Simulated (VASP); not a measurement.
# BaRe (Pm-3m) in VASP: further runs, part 2 of 2

VASP 6.6.1.

## (3) Single point, PBE

This run uses another cell than the first one, of 25.81 Å³/atom, 1.042 times its volume.

INCAR reads:

```
ALGO = Normal
EDIFF = 1E-7
ENCUT = 520
GGA = PE
ISIF = 2
ISMEAR = 0
LASPH = True
LCHARG = True
LELF = True
LREAL = False
LVHAR = True
LWAVE = False
NBANDS = 16
NELM = 80
PREC = Accurate
SIGMA = 0.05
```

KPOINTS reads:

```
k-points
0
Gamma
  8 8 8
```

POSCAR reads:

```
BaRe
1.0
    3.7233438108      0.0000000000      0.0000000000
    0.0000000000      3.7233438108      0.0000000000
    0.0000000000      0.0000000000      3.7233438108
Ba Re
1 1
Direct
    0.0000000000      0.0000000000      0.0000000000
    0.5000000000      0.5000000000      0.5000000000
```

Potentials or basis: VASP PAW PBE potentials, release 64 (Ba_sv, Re).

Started as:

```bash
$ cat potpaw_PBE.64/Ba_sv/POTCAR potpaw_PBE.64/Re/POTCAR > POTCAR
$ mpirun -np 1 vasp_std > vasp.out
```

OUTCAR:

```text
EDIFF = 1E-7
   ENCUT = 520
   GGA = PE
   ISIF = 2
   ISMEAR = 0
   LASPH = True
   LREAL = False
   NELM = 80
   PREC = Accurate

 ion  position               nearest neighbor table
   1  0.000  0.000  0.000-   2 3.22   2 3.22   2 3.22   2 3.22   2 3.22   2 3.22   2 3.22   2 3.22

   2  0.500  0.500  0.500-   1 3.22   1 3.22   1 3.22   1 3.22   1 3.22   1 3.22   1 3.22   1 3.22

  LATTYP: Found a simple cubic cell.
 ALAT       =     3.7233438108

  Lattice vectors:

 A1 = (   3.7233438108,   0.0000000000,   0.0000000000)
 A2 = (   0.0000000000,   3.7233438108,   0.0000000000)
 A3 = (   0.0000000000,   0.0000000000,   3.7233438108)

Analysis of symmetry for initial positions (statically):
=====================================================================
 Subroutine PRICEL returns:
 Original cell was already a primitive cell.

 Routine SETGRP: Setting up the symmetry group for a
 simple cubic supercell.

 Subroutine GETGRP returns: Found 48 space group operations
 (whereof 48 operations were pure point group operations)
 out of a pool of 48 trial point group operations.

The static configuration has the point symmetry O_h .

Analysis of symmetry for dynamics (positions and initial velocities):
=====================================================================
 Subroutine PRICEL returns:
 Original cell was already a primitive cell.

 Routine SETGRP: Setting up the symmetry group for a
 simple cubic supercell.

 Subroutine GETGRP returns: Found 48 space group operations
 (whereof 48 operations were pure point group operations)
 out of a pool of 48 trial point group operations.

The dynamic configuration has the point symmetry O_h .

 Subroutine INISYM returns: Found 48 space group operations
 (whereof 48 operations are pure point group operations),
 and found     1 'primitive' translations

----------------------------------------------------------------------------------------

                                     Primitive cell

  volume of cell :      51.6178

  direct lattice vectors                    reciprocal lattice vectors
     3.723343811  0.000000000  0.000000000     0.268575789  0.000000000  0.000000000
     0.000000000  3.723343811  0.000000000     0.000000000  0.268575789  0.000000000
     0.000000000  0.000000000  3.723343811     0.000000000  0.000000000  0.268575789

  length of vectors
     3.723343811  3.723343811  3.723343811     0.268575789  0.268575789  0.268575789

  position of ions in fractional coordinates (direct lattice)
     0.000000000  0.000000000  0.000000000
     0.500000000  0.500000000  0.500000000

  ion indices of the primitive-cell ions
   primitive index   ion index
                 1           1
                 2           2

----------------------------------------------------------------------------------------

 KPOINTS: k-points

Automatic generation of k-mesh.
 Grid dimensions read from file:
 generate k-points for:    8    8    8

 Generating k-lattice:

  Cartesian coordinates                     Fractional coordinates (reciprocal lattice)
     0.033571974  0.000000000  0.000000000     0.125000000  0.000000000  0.000000000
     0.000000000  0.033571974  0.000000000     0.000000000  0.125000000  0.000000000
     0.000000000  0.000000000  0.033571974     0.000000000  0.000000000  0.125000000

  Length of vectors
     0.033571974  0.033571974  0.033571974

  Shift w.r.t. Gamma in fractional coordinates (k-lattice)
     0.000000000  0.000000000  0.000000000

 Subroutine IBZKPT returns following result:
 ===========================================

 Found     35 irreducible k-points:

 Following reciprocal coordinates:
            Coordinates               Weight
  0.000000  0.000000  0.000000      1.000000
  0.125000  0.000000  0.000000      6.000000
  0.250000  0.000000  0.000000      6.000000
  0.375000  0.000000  0.000000      6.000000
  0.500000  0.000000  0.000000      3.000000
  0.125000  0.125000  0.000000     12.000000
[... 16 lines left out ...]
  0.375000  0.375000  0.125000     24.000000
  0.500000  0.375000  0.125000     24.000000
 [... further k-points ...]
   k-points           NKPTS =     35   k-points in BZ     NKDIM =     35   number of bands    NBANDS=     16
   number of dos      NEDOS =    301   number of ions     NIONS =      2
   total plane-waves  NPLWV =  21952
   dimension x,y,z NGX =    28 NGY =   28 NGZ =   28
   dimension x,y,z NGXF=    56 NGYF=   56 NGZF=   56
   ions per type =               1   1
   NGX,Y,Z   is equivalent  to a cutoff of  12.50, 12.50, 12.50 a.u.
   NGXF,Y,Z  is equivalent  to a cutoff of  25.00, 25.00, 25.00 a.u.
 SYSTEM =  unknown system
   PREC   = accura    normal or accurate (medium, high low for compatibility)
   ISTART =      0    job   : 0-new  1-cont  2-samecut
   ICHARG =      2    charge: 1-file 2-atom 10-const
   ISPIN  =      1    spin polarized calculation?
   LNONCOLLINEAR =      F non collinear calculations
   LSORBIT =      F    spin-orbit coupling
   LASPH  =      T    aspherical Exc in radial PAW
   ENCUT  =  520.0 eV  38.22 Ry    6.18 a.u.   6.92  6.92  6.92*2*pi/ulx,y,z
   NELM   =     80;   NELMIN=  2; NELMDL= -5     # of ELM steps
   EDIFF  = 0.1E-06   stopping-criterion for ELM
   LREAL  =      F    real-space projection
   EDIFFG = 0.1E-05   stopping-criterion for IOM
   NSW    =      0    number of steps for IOM
   IBRION =     -1    ionic relax: 0-MD 1-quasi-New 2-CG
   NFREE  =      0    steps in history (QN), initial steepest desc. (CG)
   ISIF   =      2    stress and relaxation
   ISYM   =      2    0-nonsym 1-usesym 2-fastsym
   POTIM  = 0.5000    time-step for ionic-motion
   TEBEG  =    0.0;   TEEND  =   0.0 temperature during run
   PSTRESS=    0.0 pullay stress
   NELECT =      17.0000    total number of electrons
   NUPDOWN=      -1.0000    fix difference up-down
   EMIN   =  10.00;   EMAX   =-10.00  energy-range for DOS
   EFERMI =   0.00;   METHOD = LEGACY
   ISMEAR =     0;   SIGMA  =   0.05  broadening in eV -4-tet -1-fermi 0-gaus
   EFERMI_NEDOS =   21; number of points for ismear=-14 and -15
   IALGO  =     38    algorithm
   IMIX   =      4    mixing-type and parameters
     AMIX     =   0.40;   BMIX     =  1.00
     AMIX_MAG =   1.60;   BMIX_MAG =  1.00
  volume/ion in A,a.u.               =      25.81       174.17
  Fermi-wavevector in a.u.,A,eV,Ry     =   1.130554  2.136437 17.390320  1.278152
  Thomas-Fermi vector in A             =   2.267251
   LORBIT       =      0    0 simple, 1 ext, 2 COOP (PROOUT), +10 PAW based schemes
   GGA     = PE    functional components
   LHFCALC =     F    Hartree Fock is set to
   AEXX    =    0.0000 exact exchange contribution
   IVDW    =     0    specifies the selected vdW correction
   LEPSILON=     F    determine dielectric tensor
   LRPA    =     F    only Hartree local field effects (RPA)
 non-spin polarized calculation
 Gauss-broadening in eV      SIGMA  =   0.05
  energy-cutoff  :      520.00
  volume of cell :       51.62
 maximum number of plane-waves:      1406
 NGX is ok and might be reduce to    28
   NGX = 13   NGY = 13   NGZ = 13

 number of electron      16.9999999 magnetization

 Free energy of the ion-electron system (eV)
  ---------------------------------------------------
  ext. energy  EPLUGINS =         0.00000000
  ---------------------------------------------------
  free energy    TOTEN  =       -10.15944710 eV

  energy without entropy =      -10.15040661  energy(sigma->0) =      -10.15492686

 E-fermi :   3.8807     XC(G=0): -10.7773

 val. band max:        3.8721645539   @ k =   0.5000   0.1250   0.1250
 cond. band min:       3.8825298833   @ k =   0.5000   0.1250   0.1250
 fundamental gap:      0.0103653294
 Fermi energy:         3.8807078019

 k-point     1 :       0.0000    0.0000    0.0000
  band No.  band energies     occupation
      1     -22.7583      2.00000
      2      -7.5458      2.00000
      3      -7.5458      2.00000
      4      -7.5458      2.00000
      5      -0.4602      2.00000
      6       1.3785      2.00000
[... 8 lines left out ...]
     15      12.1850      0.00000
     16      12.5498      0.00000
[... 419 lines left out ...]
 k-point    24 :       0.5000    0.3750    0.1250
  band No.  band energies     occupation
      1     -22.4901      2.00000
      2      -8.7150      2.00000
      3      -8.4977      2.00000
      4      -7.5216      2.00000
      5       0.8894      2.00000
      6       2.4769      2.00000
[... 8 lines left out ...]
     15      11.8383      0.00000
     16      13.2806      0.00000

 [... further k-points ...]
[... 5 lines left out ...]
  --------------------------------------------------------------------------------------
  -------------------------------------------------------------------------------------
  Total        0.5166516      0.5166516      0.5166516     -0.0000000     -0.0000000      0.0000000
  in kB       16.0364767     16.0364767     16.0364767     -0.0000000     -0.0000000      0.0000000
  external PRESSURE =      16.0364767 kB  Pullay stress =       0.0000000 kB

 VOLUME and BASIS-vectors are now :
 -----------------------------------------------------------------------------
  energy-cutoff  :      520.00
  volume of cell :       51.62
      direct lattice vectors                 reciprocal lattice vectors
     3.723343811  0.000000000  0.000000000     0.268575789  0.000000000  0.000000000
     0.000000000  3.723343811  0.000000000     0.000000000  0.268575789  0.000000000
     0.000000000  0.000000000  3.723343811     0.000000000  0.000000000  0.268575789

 POSITION                                       TOTAL-FORCE (eV/Angst)
 -----------------------------------------------------------------------------------
      0.00000      0.00000      0.00000         0.000000      0.000000      0.000000
      1.86167      1.86167      1.86167         0.000000      0.000000      0.000000
 -----------------------------------------------------------------------------------
    total drift:                                0.000000      0.000000      0.000000

  FREE ENERGIE OF THE ION-ELECTRON SYSTEM (eV)
  ---------------------------------------------------
  free  energy   TOTEN  =       -10.1594471039 eV

  energy  without entropy=      -10.1504066118  energy(sigma->0) =      -10.15492686
```

OSZICAR:

```text
N       E                     dE             d eps       ncg     rms          rms(c)
DAV:   1     0.693296148257E+02    0.69330E+02   -0.76738E+03  1688   0.106E+03
DAV:   2    -0.817235430121E+01   -0.77502E+02   -0.71269E+02  1832   0.237E+02
DAV:   3    -0.111953322998E+02   -0.30230E+01   -0.29603E+01  1816   0.481E+01
DAV:   4    -0.112648396626E+02   -0.69507E-01   -0.69302E-01  1320   0.459E+00
DAV:   5    -0.112711912922E+02   -0.63516E-02   -0.63494E-02  1936   0.115E+00    0.163E+01
DAV:   6    -0.103447809329E+02    0.92641E+00   -0.43929E+00  1920   0.382E+01    0.383E+00
DAV:   7    -0.101790694269E+02    0.16571E+00   -0.52039E-01  1864   0.134E+01    0.376E+00
DAV:   8    -0.101605070329E+02    0.18562E-01   -0.89283E-02  1816   0.302E+00    0.531E-01
DAV:   9    -0.101593234628E+02    0.11836E-02   -0.42706E-03  1656   0.519E-01    0.190E-01
DAV:  10    -0.101594626130E+02   -0.13915E-03   -0.55797E-04  1736   0.166E-01    0.442E-02
DAV:  11    -0.101594492648E+02    0.13348E-04   -0.33317E-05  1736   0.576E-02    0.132E-02
DAV:  12    -0.101594470259E+02    0.22389E-05   -0.27033E-06  1720   0.222E-02    0.429E-03
DAV:  13    -0.101594471039E+02   -0.78003E-07   -0.26962E-08  1032   0.157E-03
   1 F= -.10159447E+02 E0= -.10154927E+02  d E =-.904049E-02
```

Wall time 17 s (1 thread of Intel Xeon Platinum 8488C (Sapphire Rapids), shared host); peak memory 0.17 GiB.

Results:

| Property | Result |
| --- | --- |
| Free energy | -10.1594 eV |
| Pressure | 1.6 GPa |

Caveat: spin-orbit coupling is left out, which moves the levels of the heavy elements.

## (4) Single point, PBE

This run uses another cell than the first one, of 25.81 Å³/atom, 1.042 times its volume.

INCAR reads:

```
SYSTEM = BaRe
PREC = Accurate
ENCUT = 520
EDIFF = 1E-7
ISMEAR = 0
SIGMA = 0.05
LREAL = .FALSE.
LASPH = .TRUE.
NELM = 60
ALGO = Normal
ISIF = 2
LWAVE = .FALSE.
LCHARG = .TRUE.
GGA = PE
LELF = .TRUE.
LVHAR = .TRUE.
NBANDS = 16
```

KPOINTS reads:

```
Automatic mesh
0
G
  8 8 8
  0 0 0
```

POSCAR is that of step 3.

Potentials or basis: VASP PAW PBE potentials, release 64 (Ba_sv, Re).

Started as:

```bash
$ cat potpaw_PBE.64/Ba_sv/POTCAR potpaw_PBE.64/Re/POTCAR > POTCAR
$ mpirun -np 1 vasp_std > vasp.out
```

OUTCAR:

```text
SYSTEM = BaRe
   PREC = Accurate
   ENCUT = 520
   EDIFF = 1E-7
   ISMEAR = 0
   LREAL = .FALSE.
   LASPH = .TRUE.
   NELM = 60
   ISIF = 2
   GGA = PE

 ion  position               nearest neighbor table
   1  0.000  0.000  0.000-   2 3.22   2 3.22   2 3.22   2 3.22   2 3.22   2 3.22   2 3.22   2 3.22

   2  0.500  0.500  0.500-   1 3.22   1 3.22   1 3.22   1 3.22   1 3.22   1 3.22   1 3.22   1 3.22

  LATTYP: Found a simple cubic cell.
 ALAT       =     3.7233438108

  Lattice vectors:

 A1 = (   3.7233438108,   0.0000000000,   0.0000000000)
 A2 = (   0.0000000000,   3.7233438108,   0.0000000000)
 A3 = (   0.0000000000,   0.0000000000,   3.7233438108)

Analysis of symmetry for initial positions (statically):
=====================================================================
 Subroutine PRICEL returns:
 Original cell was already a primitive cell.

 Routine SETGRP: Setting up the symmetry group for a
 simple cubic supercell.

 Subroutine GETGRP returns: Found 48 space group operations
 (whereof 48 operations were pure point group operations)
 out of a pool of 48 trial point group operations.

The static configuration has the point symmetry O_h .

[... 156 lines left out ...]
  ---------------------------------------------------
  free energy    TOTEN  =       -10.15944710 eV

  energy without entropy =      -10.15040661  energy(sigma->0) =      -10.15492686

 E-fermi :   3.8807     XC(G=0): -10.7773

 val. band max:        3.8721645539   @ k =   0.5000   0.1250   0.1250
 cond. band min:       3.8825298833   @ k =   0.5000   0.1250   0.1250
 fundamental gap:      0.0103653294
 Fermi energy:         3.8807078019

 k-point     1 :       0.0000    0.0000    0.0000
  band No.  band energies     occupation
      1     -22.7583      2.00000
      2      -7.5458      2.00000
      3      -7.5458      2.00000
      4      -7.5458      2.00000
      5      -0.4602      2.00000
      6       1.3785      2.00000
[... 433 lines left out ...]
      3      -8.4977      2.00000
      4      -7.5216      2.00000
      5       0.8894      2.00000
      6       2.4769      2.00000
[... 8 lines left out ...]
     15      11.8383      0.00000
     16      13.2806      0.00000

 [... further k-points ...]
[... 5 lines left out ...]
  --------------------------------------------------------------------------------------
  -------------------------------------------------------------------------------------
  Total        0.5166516      0.5166516      0.5166516     -0.0000000     -0.0000000      0.0000000
  in kB       16.0364767     16.0364767     16.0364767     -0.0000000     -0.0000000      0.0000000
  external PRESSURE =      16.0364767 kB  Pullay stress =       0.0000000 kB

 VOLUME and BASIS-vectors are now :
 -----------------------------------------------------------------------------
  energy-cutoff  :      520.00
  volume of cell :       51.62
      direct lattice vectors                 reciprocal lattice vectors
     3.723343811  0.000000000  0.000000000     0.268575789  0.000000000  0.000000000
     0.000000000  3.723343811  0.000000000     0.000000000  0.268575789  0.000000000
     0.000000000  0.000000000  3.723343811     0.000000000  0.000000000  0.268575789

 POSITION                                       TOTAL-FORCE (eV/Angst)
 -----------------------------------------------------------------------------------
      0.00000      0.00000      0.00000         0.000000      0.000000      0.000000
      1.86167      1.86167      1.86167         0.000000      0.000000      0.000000
 -----------------------------------------------------------------------------------
    total drift:                                0.000000      0.000000      0.000000

  FREE ENERGIE OF THE ION-ELECTRON SYSTEM (eV)
  ---------------------------------------------------
  free  energy   TOTEN  =       -10.1594471039 eV

  energy  without entropy=      -10.1504066118  energy(sigma->0) =      -10.15492686
```

stdout:

```text
POSCAR found type information on POSCAR BaRe
 POSCAR found :  2 types and       2 ions
 scaLAPACK will be used
 LDA part: xc-table for (Slater+PW92), standard interpolation
 POSCAR, INCAR and KPOINTS ok, starting setup
 FFT: planning ... GRIDC
 FFT: planning ... GRID_SOFT
 FFT: planning ... GRID
 WAVECAR not read
 entering main loop
```

Wall time 16 s (1 thread of Intel Xeon Platinum 8488C (Sapphire Rapids), shared host); peak memory 0.17 GiB.

What came out:

```yaml
Free_energy: -10.1594 eV
Pressure: 1.6 GPa
```

Levels at points of the mesh, in eV from the Fermi level:
| k point | band 4 | band 5 | band 6 | band 7 | band 8 | band 9 | band 10 | band 11 | band 12 | band 13 |
| --- | --- | --- | --- | --- | --- | --- | --- | --- | --- | --- |
| (0.00, 0.00, 0.00) | -11.43 | -4.34 | -2.50 | -2.50 | -0.02 | -0.02 | -0.02 | 4.18 | 4.18 | 8.30 |
| (0.50, 0.00, 0.00) | -11.36 | -1.53 | -1.12 | -0.40 | 0.14 | 0.14 | 0.33 | 1.39 | 1.86 | 3.50 |
| (0.50, 0.50, 0.00) | -11.15 | -3.50 | -1.77 | -1.10 | -1.10 | 1.13 | 1.14 | 3.75 | 3.75 | 4.97 |
| (0.50, 0.50, 0.50) | -12.48 | -0.21 | -0.21 | -0.21 | 0.10 | 0.10 | 0.10 | 1.20 | 1.20 | 2.05 |

Caveat: spin-orbit coupling is left out, which moves the levels of the heavy elements.

## (5) Single point, PBE

This run uses another cell than the first one, of 25.81 Å³/atom, 1.042 times its volume.

INCAR reads:

```
  ALGO = Normal
  EDIFF = 1E-6
  ENCUT = 520
  GGA = PE
  ISIF = 2
  ISMEAR = 1
  LASPH = T
  LCHARG = T
  LELF = T
  LREAL = F
  LVHAR = T
  LWAVE = F
  NBANDS = 16
  NELM = 100
  PREC = Accurate
  SIGMA = 0.15
```

KPOINTS reads:

```
k-points
0
Gamma
  8 8 8
```

POSCAR is that of step 4.

Started as:

```bash
$ cat potpaw_PBE.64/Ba_sv/POTCAR potpaw_PBE.64/Re/POTCAR > POTCAR
$ mpirun -np 1 vasp_std > vasp.out
```

It took 16 s on 1 thread of Intel Xeon Platinum 8488C (Sapphire Rapids), shared host; peak memory 0.17 GiB.

The run converged. Its results:

```
Free energy : -10.1581 eV
Pressure    : 1.5 GPa
```

Levels at points of the mesh, in eV from the Fermi level:
| k point | band 4 | band 5 | band 6 | band 7 | band 8 | band 9 | band 10 | band 11 | band 12 | band 13 |
| --- | --- | --- | --- | --- | --- | --- | --- | --- | --- | --- |
| (0.00, 0.00, 0.00) | -11.43 | -4.35 | -2.51 | -2.51 | -0.03 | -0.03 | -0.03 | 4.17 | 4.17 | 8.30 |
| (0.50, 0.00, 0.00) | -11.37 | -1.54 | -1.12 | -0.41 | 0.14 | 0.14 | 0.33 | 1.39 | 1.85 | 3.49 |
| (0.50, 0.50, 0.00) | -11.16 | -3.51 | -1.78 | -1.11 | -1.11 | 1.13 | 1.14 | 3.74 | 3.74 | 4.97 |
| (0.50, 0.50, 0.50) | -12.48 | -0.22 | -0.22 | -0.22 | 0.09 | 0.09 | 0.09 | 1.20 | 1.20 | 2.05 |

Caveat: spin-orbit coupling is left out, which moves the levels of the heavy elements.

## (6) Summary

| cell | smearing | gap on the mesh (eV) | pressure (GPa) |
| --- | --- | --- | --- |
| a = 3.673 Å, 2 atoms | gaussian 0.05 eV | none | 3.9 |
| a = 3.723 Å, 2 atoms | gaussian 0.05 eV | none | 1.6 |
| a = 3.723 Å, 2 atoms | methfessel-paxton 0.15 eV | none | 1.5 |

Alike in all rows: task single point; level PBE; potentials or basis VASP PAW PBE potentials, release 64 (Ba_sv, Re); no spin polarisation; k mesh 8 × 8 × 8; cutoff (eV) 520.

Caveats: spin-orbit coupling is left out, which moves the levels of the heavy elements.

Total energies depend on the potentials used, so only differences within one code and one set of settings carry meaning.
